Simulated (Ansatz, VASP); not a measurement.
Two plane-wave programs on Pt

File POSCAR:

```
Pt
1.0
    2.7082391295      0.0000000000      0.0000000000
   -1.3541195647      2.3454038856      0.0000000000
    0.0000000000      0.0000000000      2.5305109366
Pt
1
Direct
    0.0000000000      0.0000000000      0.0000000000
```

Contents of INCAR.step1:

```
SYSTEM = Pt
PREC = Accurate ; ENCUT = 600
ISMEAR = 0 ; SIGMA = 0.1
LREAL = .FALSE. ; LASPH = .TRUE.
NELM = 80 ; GGA = PE
ALGO = Normal ; EDIFF = 1E-4
LWAVE = .TRUE. ; LCHARG = .FALSE.
```

File INCAR.step2:

```
SYSTEM = Pt
PREC = Accurate ; ENCUT = 600
EDIFF = 1E-6 ; ISMEAR = 0
SIGMA = 0.1 ; LREAL = .FALSE.
LASPH = .TRUE. ; NELM = 80
ALGO = Normal ; ISIF = 3
LWAVE = .FALSE. ; LCHARG = .FALSE.
METAGGA = R2SCAN ; LMIXTAU = .TRUE.
IBRION = 2 ; NSW = 90
EDIFFG = -0.04 ; ISTART = 1
```

File KPOINTS:

```
regular mesh
0
G
  9 9 6
  0 0 0
```

Input for Ansatz:

```yaml
crystal:
  lattice:
    - [2.7082391295, 0.0, 0.0]
    - [-1.3541195647, 2.3454038856, 0.0]
    - [0.0, 0.0, 2.5305109366]
  atoms:
    - { symbol: Pt, position: [0.0, 0.0, 0.0] }
basis:
  ecutwfc: 500
kpoints:
  mp_grid: { grid: [9, 9, 6] }
hamiltonian:
  xc: r2scan
scf:
  occupations: { method: gaussian, width: 0.1 }
  lower_state_search: "off"
output:
  forces: true
  stress: true
  eigenvalues: true
relax:
  adjacent_minimum: "off"
  f_tol: 0.04
  max_steps: 70
  cell: { stress_tol: 0.4 }
```

Alike in both runs: task relaxation of cell and atoms; functional r2SCAN; k mesh 9 × 9 × 6; occupations gaussian, width 0.1 eV; no spin polarisation.

|  | VASP | Ansatz |
| --- | --- | --- |
| version | VASP 6.6.1 | Ansatz 0.2.0 |
| potentials or method | VASP PAW PBE potentials, release 64 (Pt), cutoff 600 eV | scalar-relativistic, plane waves, PAW |
| valence electrons in the cell | 10 | 18 |

|  | VASP | Ansatz | Ansatz less VASP |
| --- | --- | --- | --- |
| gap on the k mesh at the Fermi level, each at its own relaxed structure (eV) | none | none | - |
| relaxed volume (Å³/atom) | 16.55 | 16.50 | -0.051 |
| relaxed cell length with the largest relative difference (Å) | 2.675 | 2.672 | -0.0029 |

VASP's potentials were made for PBE, not for r2SCAN. A gap of «none» marks a metal or a gap that the smearing closes. VASP's potentials hold 10 valence electrons a cell and Ansatz's 18, so a difference there can come from the potentials and not from the codes.

The k mesh is coarse, so the values compare programs but aren't converged. Neither program's run includes spin-orbit coupling.
